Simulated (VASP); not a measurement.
Co: single point with LDA

The system is Co.

```
Co
1.0
     2.17421    0.00000    0.00000
    -1.08711    1.88292    0.00000
     0.00000    0.00000    3.51918
Co
2
Direct
  0.33333 0.66667 0.25000
  0.66667 0.33333 0.75000
```

```
Program                : VASP 6.6.1
Task                   : single point
Functional             : LDA
Potentials or basis    : VASP PAW LDA potentials, release 64 (Co)
Cutoff                 : 520 eV
k mesh                 : 19 × 19 × 11
Occupations            : fermi-dirac, width 0.08 eV
Spin                   : collinear spin, ferromagnetic start
Starting moments       : [1.7, 1.7] μB
Dipole correction      : no
Further INCAR settings : ALGO = Normal; EDIFF = 1e-07; NBANDS = 20
```

```json
{
 "Pressure": "174.9 GPa",
 "Band gap on the k mesh": "zero (filled and empty bands overlap)",
 "Net moment": "0.00 μB per cell"
}
```

Stress tensor (GPa, compression positive):
```
174.99   0.00   0.00
  0.00 174.99   0.00
  0.00   0.00 174.77
```

Levels at points of the mesh, in eV from the Fermi level:
Spin up:
```
           k point  band 7  band 8  band 9  band 10  band 11  band 12
(0.00, 0.00, 0.00)   -2.66   -1.97   -1.97    -0.34     0.15     0.15
```
Spin down:
| k point | band 7 | band 8 | band 9 | band 10 | band 11 | band 12 |
| --- | --- | --- | --- | --- | --- | --- |
| (0.00, 0.00, 0.00) | -2.66 | -1.97 | -1.97 | -0.34 | 0.15 | 0.15 |

Wall time 69 s on 1 thread of Intel(R) Xeon(R) 6975P-C (Granite Rapids), with other jobs on the host, peak memory 0.19 GiB.

Caveat: the cell stands under pressure.
